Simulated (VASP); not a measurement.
Write the native input for VASP 6.6.1 that does the following.

* Task: single point
* Functional: PBE
* Potentials or basis: VASP PAW PBE potentials, release 64 (Sr_sv, Ti_sv, O)
* Cutoff: 520 eV
* k mesh: 8 × 8 × 8
* Occupations: gaussian, width 0.05 eV
* Spin: no spin polarisation
* Dipole correction: no
* Further INCAR settings: ALGO = Normal; EDIFF = 1e-06; NBANDS = 28; ISYM = 0

The structure of SrTiO3 lies in POSCAR:

```
SrTiO3
1.0
    3.8183114612      0.0000000000      0.0000000000
    0.0000000000      3.8183114612      0.0000000000
    0.0000000000      0.0000000000      4.0544956752
Sr Ti O
1 1 3
Direct
    0.0000000000      0.0000000000      0.0000000000
    0.5000000000      0.5000000000      0.5000000000
    0.0000000000      0.5000000000      0.5000000000
    0.5000000000      0.0000000000      0.5000000000
    0.5000000000      0.5000000000      0.0000000000
```

The input as run:

INCAR

```
SYSTEM = SrTiO3
  ALGO = Normal
  EDIFF = 1E-6
  ENCUT = 520
  GGA = PE
  ISIF = 2
  ISMEAR = 0
  ISYM = 0
  LASPH = .TRUE.
  LCHARG = .FALSE.
  LREAL = .FALSE.
  LWAVE = .FALSE.
  NBANDS = 28
  NELM = 100
  PREC = Accurate
  SIGMA = 0.05
```

KPOINTS

```
k-points
0
G
  8 8 8
  0 0 0
```

Potentials or basis: VASP PAW PBE potentials, release 64 (Sr_sv, Ti_sv, O).

Launch:

```bash
$ cat potpaw_PBE.64/Sr_sv/POTCAR potpaw_PBE.64/Ti_sv/POTCAR potpaw_PBE.64/O/POTCAR > POTCAR
$ mpirun -np 1 vasp_std > vasp.out
```

Results of the run:

| Property | Result |
| --- | --- |
| Pressure | 7.4 GPa |
| Band gap on the k mesh | 1.75 eV (least direct gap 2.17 eV) |

Caveat: the stress differs along the axes, from -2 to 12 GPa.

It took 7.8 min on 1 thread of Oxide Virtual Turin-like Processor (shared host), peak memory 0.46 GiB.
